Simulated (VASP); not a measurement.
# Te3Pd: relaxation of cell and atoms with PBE

The system is Te3Pd.

```
Te Pd
1.0
     4.79687    0.00000    0.00000
     0.00000    4.79687    0.00000
     0.00000    0.00000    4.79687
Te Pd
3 1
Direct
  0.00000 0.50000 0.50000
  0.50000 0.00000 0.50000
  0.50000 0.50000 0.00000
  0.00000 0.00000 0.00000
```

| Property | Result |
| --- | --- |
| Program | VASP 6.6.1 |
| Task | relaxation of cell and atoms |
| Functional | PBE |
| Potentials or basis | VASP PAW PBE potentials, release 64 (Te, Pd) |
| Cutoff | 600 eV |
| k mesh | 10 × 10 × 10 |
| Occupations | gaussian, width 0.1 eV |
| Spin | no spin polarisation |
| Dipole correction | no |
| Further INCAR settings | ALGO = Normal; EDIFF = 1e-07; IBRION = 2; EDIFFG = -0.01; NSW = 100; ISIF = 3 |

```yaml
Relaxed_volume: 25.29 Å³/atom
Relaxed_cell: a = 4.659 Å, b = 4.659 Å, c = 4.659 Å, α = 90.00°, β = 90.00°, γ = 90.00°
Space_group_after_relaxing_to_0.05_Å: Pm-3m (No. 221)
Energy_gained_by_relaxing: 33.0 meV/atom
Ionic_steps: 3
Pressure_after_relaxing: 0.0 GPa
Band_gap_on_the_k_mesh: zero (band 14 reaches 10.27 eV, above the bottom of band 15 at 7.95 eV)
```

The path:
```csv
step,energy change (eV),largest force (eV/Å),pressure (GPa),volume (Å³)
1,0.0000,0.0000,-4.23,110.38
2,-0.1243,0.0000,1.24,99.15
3,-0.1319,0.0000,0.02,101.14
```

Final structure:
```
Te Pd
1.0
     4.65918    0.00000    0.00000
     0.00000    4.65918    0.00000
     0.00000    0.00000    4.65918
Te Pd
3 1
Cartesian
  0.0000 2.3296 2.3296
  2.3296 0.0000 2.3296
  2.3296 2.3296 0.0000
  0.0000 0.0000 0.0000
```

Levels at points of the mesh, in eV from the Fermi level:
| k point | band 11 | band 12 | band 13 | band 14 | band 15 | band 16 | band 17 | band 18 |
| --- | --- | --- | --- | --- | --- | --- | --- | --- |
| (0.00, 0.00, 0.00) | -1.93 | -0.79 | -0.79 | -0.79 | -0.41 | 1.29 | 1.29 | 1.29 |
| (0.50, 0.00, 0.00) | -2.00 | -1.75 | -1.45 | -1.45 | 0.03 | 1.27 | 1.27 | 3.64 |
| (0.50, 0.50, 0.00) | -1.91 | -1.78 | -1.68 | -0.22 | -0.22 | 1.73 | 2.48 | 2.99 |
| (0.50, 0.50, 0.50) | -1.67 | -1.67 | -0.98 | 1.91 | 1.91 | 2.20 | 2.20 | 2.20 |

It took 3.5 min on 1 thread of Intel(R) Xeon(R) Platinum 8375C CPU @ 2.90GHz (Ice Lake), on a shared host, peak memory 0.35 GiB.

Caveat: spin-orbit coupling is left out, which moves the levels of the heavy elements.
